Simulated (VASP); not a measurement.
Runs of VASP 6.6.1 on Mg2PbN2. The structure is trigonal, space group P-3m1 (No. 164). Conventional cell: a = 3.627 Å, b = 3.627 Å, c = 6.566 Å, α = 90.00°, β = 90.00°, γ = 120.00°. Mg (site symmetry 3m) has 4 N at 2.14 to 2.24 Å and 3 Mg at 2.78 Å within 2.8 Å. Within 3.8 Å of Pb (site symmetry -3m) lie 6 N at 2.86 Å and 6 Mg at 3.16 Å and 6 Pb at 3.63 Å. Within 2.9 Å of N (site symmetry 3m) lie 4 Mg at 2.14 to 2.24 Å and 3 Pb at 2.86 Å. 

```tsv
k mesh	gap on the mesh (eV)	pressure (GPa)	largest force (eV/Å)
9 × 9 × 4	0.08	-0.4	-
3 × 3 × 1	1.82	(b)	0.24
7 × 7 × 4	0.14	-0.4	-
6 × 6 × 3	(a)	-0.4	-
3 × 3 × 2	0.25	-0.2	0.11
```

Alike in all rows: task single point; level PBE; potentials or basis VASP PAW PBE potentials, release 64 (Mg, Pb_d, N); no spin polarisation; cell as given; cutoff (eV) 520; smearing gaussian 0.01 eV.

Question: Fill in the values left out.

Answer: (a) 0.63; (b) -0.8.

Caveats: some runs use coarse meshes; spin-orbit coupling is left out, which moves the levels of the heavy elements; an odd mesh through Γ misses points on the zone boundary, where band edges can lie.

A k mesh can miss the band edges, and the runs leave out spin-orbit coupling on Pb.
